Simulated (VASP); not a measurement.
Wanted: the native input for a VASP 6.6.1 run.

| Item | Value |
| --- | --- |
| Task | relaxation of cell and atoms |
| Functional | PBE |
| Potentials or basis | VASP PAW PBE potentials, release 64 (Mn_pv) |
| Cutoff | 500 eV |
| k mesh | 15 × 15 × 18 |
| Occupations | gaussian, width 0.1 eV |
| Spin | no spin polarisation |
| Dipole correction | no |
| Further INCAR settings | ALGO = Normal; EDIFF = 1e-07; IBRION = 2; EDIFFG = -0.01; NSW = 100; ISIF = 3 |

The structure of Mn lies in POSCAR:

```
Mn
1.0
    3.8990595745      0.0000000000      0.0000000000
   -1.9495297872      3.3766846424      0.0000000000
    0.0000000000      0.0000000000      2.4536151046
Mn
3
Direct
    0.0000000000      0.0000000000      0.0000000000
    0.3333333333      0.6666666667      0.5000000000
    0.6666666667      0.3333333333      0.5000000000
```

This isn't the form of Mn at room conditions, which is a 58-atom cubic cell.

One way to write it, as run:

INCAR

```
PREC     = Accurate       # precision mode
ENCUT    = 500            # plane-wave cutoff, eV
EDIFF    = 1E-7           # SCF threshold, eV
ISMEAR   = 0              # smearing method
SIGMA    = 0.1            # smearing width, eV
LREAL    = False          # projectors in reciprocal space
LASPH    = True           # aspherical terms in the spheres
NELM     = 120            # most SCF steps
ALGO     = Normal         # electronic algorithm
ISIF     = 3              # what is computed and relaxed
LWAVE    = False          # write WAVECAR
LCHARG   = False          # write CHGCAR
GGA      = PE             # functional
IBRION   = 2              # ionic algorithm
NSW      = 100            # ionic steps
EDIFFG   = -0.01          # ionic threshold
GGA_COMPAT= False        
NELMIN   = 4
```

KPOINTS

```
Automatic mesh
0
Gamma
  15 15 18
```

Potentials or basis: VASP PAW PBE potentials, release 64 (Mn_pv).

Run with:

```sh
$ cat potpaw_PBE.64/Mn_pv/POTCAR > POTCAR
$ mpirun -np 1 vasp_std > vasp.out
```

It gave:

| Quantity | Value |
| --- | --- |
| Relaxed volume | 10.77 Å³/atom |
| Relaxed cell | a = 3.900 Å, b = 3.900 Å, c = 2.454 Å, α = 90.00°, β = 90.00°, γ = 120.00° |
| Space group after relaxing (to 0.1 Å) | P6/mmm (No. 191) |
| Energy gained by relaxing | 0.0 meV/atom |
| Ionic steps | 3 |
| Pressure after relaxing | 0.0 GPa |
| Band gap on the k mesh | zero (an odd number of electrons rules out a gap without spin polarisation) |

Caveat: the highest band is partly filled, so the run has too few bands; the run has no spin polarisation, though such a crystal can be magnetic.

Wall time 7.7 min on 1 thread of Oxide Virtual Turin-like Processor, with other jobs on the host, peak memory 0.22 GiB.
